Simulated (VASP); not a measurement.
# InSb in VASP: further runs

Runs on InSb. Level: PBEsol. Tasks: single point.

All numbers are computed with VASP 6.6.1; they aren't measurements. Logs are shortened: lines on timing, memory, paths and dates and some standing lists are left out, and cuts for length are marked.

### Step 1. The cell of the first run

It takes space group I-4m2 (No. 119, tetragonal). Conventional cell: a = 4.489 Å, b = 4.489 Å, c = 6.478 Å, α = 90.00°, β = 90.00°, γ = 90.00°. Within 3.6 Å of In (site symmetry -4m2) lie 4 Sb at 2.77 Å. Sb (site symmetry -4m2) has 4 In at 2.77 Å within 3.6 Å.

### Step 2. Single point, PBEsol (equal xx and yy strain of -2 %)

Input file INCAR:

```
PREC = Accurate
ENCUT = 520
EDIFF = 1E-7
ISMEAR = -1
SIGMA = 0.05
LREAL = False
LASPH = True
NELM = 80
ALGO = Normal
ISIF = 2
LWAVE = False
LCHARG = False
GGA = PS
NBANDS = 16
```

Input file KPOINTS:

```
regular mesh
0
Gamma
  9 9 9
```

Input file POSCAR:

```
InSb
1.0
    0.0000000000      3.1743180000      3.2391000000
    3.1743180000      0.0000000000      3.2391000000
    3.1743180000      3.1743180000      0.0000000000
In Sb
1 1
Direct
    0.0000000000      0.0000000000      0.0000000000
    0.7500000000      0.7500000000      0.7500000000
```

Potentials or basis: VASP PAW PBE potentials, release 64 (In_d, Sb).

Started as:

```console
$ cat potpaw_PBE.64/In_d/POTCAR potpaw_PBE.64/Sb/POTCAR > POTCAR
$ mpirun -np 1 vasp_std > vasp.out
```

OUTCAR:

```text
PREC = Accurate
   ENCUT = 520
   EDIFF = 1E-7
   ISMEAR = -1
   LREAL = False
   LASPH = True
   NELM = 80
   ISIF = 2
   GGA = PS

 ion  position               nearest neighbor table
   1  0.000  0.000  0.000-   2 2.77   2 2.77   2 2.77   2 2.77
   2  0.750  0.750  0.750-   1 2.77   1 2.77   1 2.77   1 2.77

  LATTYP: Found a body centered tetragonal cell.
 ALAT       =     4.4891635669
 C/A-ratio  =     1.4430750636

  Lattice vectors:

 A1 = (  -3.1743180000,   0.0000000000,   3.2391000000)
 A2 = (   3.1743180000,   0.0000000000,   3.2391000000)
 A3 = (   0.0000000000,   3.1743180000,  -3.2391000000)

Analysis of symmetry for initial positions (statically):
=====================================================================
 Subroutine PRICEL returns:
 Original cell was already a primitive cell.

 Routine SETGRP: Setting up the symmetry group for a
 body centered tetragonal supercell.

 Subroutine GETGRP returns: Found  8 space group operations
 (whereof  8 operations were pure point group operations)
 out of a pool of 16 trial point group operations.

The static configuration has the point symmetry D_2d.

Analysis of symmetry for dynamics (positions and initial velocities):
=====================================================================
 Subroutine PRICEL returns:
 Original cell was already a primitive cell.

 Routine SETGRP: Setting up the symmetry group for a
 body centered tetragonal supercell.

 Subroutine GETGRP returns: Found  8 space group operations
 (whereof  8 operations were pure point group operations)
 out of a pool of 16 trial point group operations.

The dynamic configuration has the point symmetry D_2d.

 Subroutine INISYM returns: Found  8 space group operations
 (whereof  8 operations are pure point group operations),
 and found     1 'primitive' translations

----------------------------------------------------------------------------------------

                                     Primitive cell

  volume of cell :      65.2763

  direct lattice vectors                    reciprocal lattice vectors
     0.000000000  3.174318000  3.239100000    -0.157514149  0.157514149  0.154363867
     3.174318000  0.000000000  3.239100000     0.157514149 -0.157514149  0.154363867
     3.174318000  3.174318000  0.000000000     0.157514149  0.157514149 -0.154363867

  length of vectors
     4.535202705  4.535202705  4.489163567     0.271015900  0.271015900  0.271015900

  position of ions in fractional coordinates (direct lattice)
     0.000000000  0.000000000  0.000000000
     0.750000000  0.750000000  0.750000000

  ion indices of the primitive-cell ions
   primitive index   ion index
                 1           1
                 2           2

----------------------------------------------------------------------------------------

 KPOINTS: regular mesh

Automatic generation of k-mesh.
 Grid dimensions read from file:
 generate k-points for:    9    9    9

 Generating k-lattice:

  Cartesian coordinates                     Fractional coordinates (reciprocal lattice)
    -0.017501572  0.017501572  0.017151541     0.111111111 -0.000000000  0.000000000
     0.017501572 -0.017501572  0.017151541    -0.000000000  0.111111111  0.000000000
     0.017501572  0.017501572 -0.017151541     0.000000000  0.000000000  0.111111111

  Length of vectors
     0.030112878  0.030112878  0.030112878

  Shift w.r.t. Gamma in fractional coordinates (k-lattice)
     0.000000000  0.000000000  0.000000000

 Subroutine IBZKPT returns following result:
 ===========================================

 Found     75 irreducible k-points:

 Following reciprocal coordinates:
            Coordinates               Weight
  0.000000  0.000000  0.000000      1.000000
  0.111111  0.000000  0.000000      8.000000
  0.222222 -0.000000  0.000000      8.000000
  0.333333  0.000000  0.000000      8.000000
  0.444444 -0.000000  0.000000      8.000000
  0.111111  0.111111  0.000000      2.000000
[... 16 lines left out ...]
 -0.333333  0.333333  0.000000      4.000000
  0.444444  0.444444  0.000000      2.000000
 [... further k-points ...]
   k-points           NKPTS =     75   k-points in BZ     NKDIM =     75   number of bands    NBANDS=     16
   number of dos      NEDOS =    301   number of ions     NIONS =      2
   total plane-waves  NPLWV =  46656
   dimension x,y,z NGX =    36 NGY =   36 NGZ =   36
   dimension x,y,z NGXF=    72 NGYF=   72 NGZF=   72
   ions per type =               1   1
   NGX,Y,Z   is equivalent  to a cutoff of  13.20, 13.20, 13.33 a.u.
   NGXF,Y,Z  is equivalent  to a cutoff of  26.39, 26.39, 26.66 a.u.
 SYSTEM =  unknown system
   PREC   = accura    normal or accurate (medium, high low for compatibility)
   ISTART =      0    job   : 0-new  1-cont  2-samecut
   ICHARG =      2    charge: 1-file 2-atom 10-const
   ISPIN  =      1    spin polarized calculation?
   LNONCOLLINEAR =      F non collinear calculations
   LSORBIT =      F    spin-orbit coupling
   LASPH  =      T    aspherical Exc in radial PAW
   ENCUT  =  520.0 eV  38.22 Ry    6.18 a.u.   8.43  8.43  8.35*2*pi/ulx,y,z
   NELM   =     80;   NELMIN=  2; NELMDL= -5     # of ELM steps
   EDIFF  = 0.1E-06   stopping-criterion for ELM
   LREAL  =      F    real-space projection
   EDIFFG = 0.1E-05   stopping-criterion for IOM
   NSW    =      0    number of steps for IOM
   IBRION =     -1    ionic relax: 0-MD 1-quasi-New 2-CG
   NFREE  =      0    steps in history (QN), initial steepest desc. (CG)
   ISIF   =      2    stress and relaxation
   ISYM   =      2    0-nonsym 1-usesym 2-fastsym
   POTIM  = 0.5000    time-step for ionic-motion
   TEBEG  =    0.0;   TEEND  =   0.0 temperature during run
   PSTRESS=    0.0 pullay stress
   NELECT =      18.0000    total number of electrons
   NUPDOWN=      -1.0000    fix difference up-down
   EMIN   =  10.00;   EMAX   =-10.00  energy-range for DOS
   EFERMI =   0.00;   METHOD = LEGACY
   ISMEAR =    -1;   SIGMA  =   0.05  broadening in eV -4-tet -1-fermi 0-gaus
   EFERMI_NEDOS =   21; number of points for ismear=-14 and -15
   IALGO  =     38    algorithm
   IMIX   =      4    mixing-type and parameters
     AMIX     =   0.40;   BMIX     =  1.00
     AMIX_MAG =   1.60;   BMIX_MAG =  1.00
  volume/ion in A,a.u.               =      32.64       220.25
  Fermi-wavevector in a.u.,A,eV,Ry     =   1.065567  2.013629 15.448492  1.135432
  Thomas-Fermi vector in A             =   2.201122
   LORBIT       =      0    0 simple, 1 ext, 2 COOP (PROOUT), +10 PAW based schemes
   GGA     = PS    functional components
   LHFCALC =     F    Hartree Fock is set to
   AEXX    =    0.0000 exact exchange contribution
   IVDW    =     0    specifies the selected vdW correction
   LEPSILON=     F    determine dielectric tensor
   LRPA    =     F    only Hartree local field effects (RPA)
 non-spin polarized calculation
  energy-cutoff  :      520.00
  volume of cell :       65.28
 maximum number of plane-waves:      1793
 NGX is ok and might be reduce to    36
   NGX = 17   NGY = 17   NGZ = 17

 number of electron      18.0000002 magnetization

 Free energy of the ion-electron system (eV)
  ---------------------------------------------------
  ext. energy  EPLUGINS =         0.00000000
  ---------------------------------------------------
  free energy    TOTEN  =        -7.66132832 eV

  energy without entropy =       -7.66093595  energy(sigma->0) =       -7.66113213

 E-fermi :   5.4770     XC(G=0):  -9.0441

 val. band max:        5.4407720118   @ k =   0.0000   0.0000   0.0000
 cond. band min:       5.9615088562   @ k =   0.4444  -0.0000   0.0000
 fundamental gap:      0.5207368444
 Fermi energy:         5.4770178311

 k-point     1 :       0.0000    0.0000    0.0000
  band No.  band energies     occupation
      1      -9.2358      2.00000
      2      -9.2319      2.00000
      3      -9.2319      2.00000
      4      -9.1353      2.00000
      5      -9.1337      2.00000
      6      -5.6130      2.00000
[... 8 lines left out ...]
     15      13.6039      0.00000
     16      13.9234      0.00000

 k-point     2 :       0.1111    0.0000    0.0000
  band No.  band energies     occupation
      1      -9.2405      2.00000
      2      -9.2312      2.00000
      3      -9.2289      2.00000
      4      -9.1357      2.00000
      5      -9.1339      2.00000
      6      -5.4932      2.00000
[... 8 lines left out ...]
     15      12.8473      0.00000
     16      13.0814      0.00000

 k-point     3 :       0.2222   -0.0000    0.0000
  band No.  band energies     occupation
      1      -9.2579      2.00000
      2      -9.2241      2.00000
      3      -9.2217      2.00000
      4      -9.1361      2.00000
      5      -9.1337      2.00000
      6      -5.1502      2.00000
[... 8 lines left out ...]
     15      12.6082      0.00000
     16      12.6913      0.00000

 k-point     4 :       0.3333    0.0000    0.0000
  band No.  band energies     occupation
      1      -9.2774      2.00000
      2      -9.2168      2.00000
      3      -9.2144      2.00000
      4      -9.1357      2.00000
      5      -9.1324      2.00000
      6      -4.6523      2.00000
[... 8 lines left out ...]
     15      13.1503      0.00000
     16      13.1837      0.00000

 k-point     5 :       0.4444   -0.0000    0.0000
  band No.  band energies     occupation
      1      -9.2899      2.00000
      2      -9.2128      2.00000
      3      -9.2103      2.00000
      4      -9.1347      2.00000
      5      -9.1308      2.00000
      6      -4.2055      2.00000
[... 8 lines left out ...]
     15      14.2402      0.00000
     16      14.3658      0.00000

 k-point     6 :       0.1111    0.1111    0.0000
  band No.  band energies     occupation
      1      -9.2481      2.00000
      2      -9.2260      2.00000
      3      -9.2260      2.00000
      4      -9.1356      2.00000
      5      -9.1342      2.00000
      6      -5.4566      2.00000
[... 8 lines left out ...]
     15      12.0025      0.00000
     16      14.0526      0.00000

 k-point     7 :       0.2222    0.1111    0.0000
  band No.  band energies     occupation
      1      -9.2619      2.00000
      2      -9.2206      2.00000
      3      -9.2187      2.00000
      4      -9.1373      2.00000
      5      -9.1335      2.00000
      6      -5.1899      2.00000
[... 8 lines left out ...]
     15      12.8753      0.00000
     16      13.6014      0.00000

 k-point     8 :       0.3333    0.1111    0.0000
  band No.  band energies     occupation
      1      -9.2783      2.00000
      2      -9.2152      2.00000
      3      -9.2111      2.00000
      4      -9.1373      2.00000
      5      -9.1331      2.00000
      6      -4.7380      2.00000
[... 8 lines left out ...]
     15      13.1092      0.00000
     16      13.7790      0.00000

 k-point     9 :       0.4444    0.1111    0.0000
  band No.  band energies     occupation
      1      -9.2911      2.00000
      2      -9.2112      2.00000
      3      -9.2067      2.00000
      4      -9.1350      2.00000
      5      -9.1332      2.00000
      6      -4.2429      2.00000
[... 8 lines left out ...]
     15      14.1159      0.00000
     16      14.6257      0.00000
[... 172 lines left out ...]
 k-point    19 :      -0.2222    0.2222    0.0000
  band No.  band energies     occupation
      1      -9.2852      2.00000
      2      -9.2102      2.00000
      3      -9.2099      2.00000
      4      -9.1394      2.00000
      5      -9.1323      2.00000
      6      -4.4634      2.00000
[... 8 lines left out ...]
     15      13.9007      0.00000
     16      14.7559      0.00000

 k-point    20 :       0.3333    0.3333    0.0000
  band No.  band energies     occupation
      1      -9.3072      2.00000
      2      -9.1936      2.00000
      3      -9.1936      2.00000
      4      -9.1494      2.00000
      5      -9.1283      2.00000
      6      -4.3223      2.00000
[... 8 lines left out ...]
     15      14.9852      0.00000
     16      15.5830      0.00000

 k-point    21 :       0.4444    0.3333    0.0000
  band No.  band energies     occupation
      1      -9.3160      2.00000
      2      -9.1897      2.00000
      3      -9.1879      2.00000
      4      -9.1507      2.00000
      5      -9.1281      2.00000
      6      -3.9140      2.00000
[... 8 lines left out ...]
     15      15.4711      0.00000
     16      15.7100      0.00000

 k-point    22 :      -0.4444    0.3333    0.0000
  band No.  band energies     occupation
      1      -9.3157      2.00000
      2      -9.1930      2.00000
      3      -9.1875      2.00000
      4      -9.1471      2.00000
      5      -9.1306      2.00000
      6      -3.6009      2.00000
[... 8 lines left out ...]
     15      14.4455      0.00000
     16      16.2161      0.00000

 k-point    23 :      -0.3333    0.3333    0.0000
  band No.  band energies     occupation
      1      -9.3082      2.00000
      2      -9.1994      2.00000
      3      -9.1927      2.00000
      4      -9.1409      2.00000
      5      -9.1346      2.00000
      6      -3.6532      2.00000
[... 8 lines left out ...]
     15      13.2542      0.00000
     16      16.2734      0.00000

 k-point    24 :       0.4444    0.4444    0.0000
  band No.  band energies     occupation
      1      -9.3257      2.00000
      2      -9.1820      2.00000
      3      -9.1820      2.00000
      4      -9.1551      2.00000
      5      -9.1263      2.00000
      6      -3.6388      2.00000
[... 8 lines left out ...]
     15      15.6395      0.00000
     16      16.3386      0.00000

 [... further k-points ...]
[... 5 lines left out ...]
  --------------------------------------------------------------------------------------
  -------------------------------------------------------------------------------------
  Total        1.2779408      1.2779408      1.0493116      0.0000000      0.0000000      0.0000000
  in kB       31.3665041     31.3665041     25.7548996      0.0000000      0.0000000      0.0000000
  external PRESSURE =      29.4959692 kB  Pullay stress =       0.0000000 kB

 VOLUME and BASIS-vectors are now :
 -----------------------------------------------------------------------------
  energy-cutoff  :      520.00
  volume of cell :       65.28
      direct lattice vectors                 reciprocal lattice vectors
     0.000000000  3.174318000  3.239100000    -0.157514149  0.157514149  0.154363867
     3.174318000  0.000000000  3.239100000     0.157514149 -0.157514149  0.154363867
     3.174318000  3.174318000  0.000000000     0.157514149  0.157514149 -0.154363867

 POSITION                                       TOTAL-FORCE (eV/Angst)
 -----------------------------------------------------------------------------------
      0.00000      0.00000      0.00000        -0.000000     -0.000000     -0.000000
      4.76148      4.76148      4.85865         0.000000      0.000000      0.000000
 -----------------------------------------------------------------------------------
    total drift:                                0.000000      0.000000      0.000000

  FREE ENERGIE OF THE ION-ELECTRON SYSTEM (eV)
  ---------------------------------------------------
  free  energy   TOTEN  =        -7.6613283205 eV

  energy  without entropy=       -7.6609359479  energy(sigma->0) =       -7.66113213
```

Run time: 31 s. Hardware: 1 thread of Intel Xeon 6975P-C (Granite Rapids), shared host; peak memory 0.25 GiB.

Results:

* Free energy: -7.6613 eV
* Pressure: 2.9 GPa
* Band gap on the k mesh: zero (filled and empty bands touch)

Caveat: the cell differs from its parent crystal (equal xx and yy strain of -2 %); the PAW data sets were made with another functional, which shifts forces and pressure a little; spin-orbit coupling is left out, which moves the levels of the heavy elements.

[end of part 1 of 3]
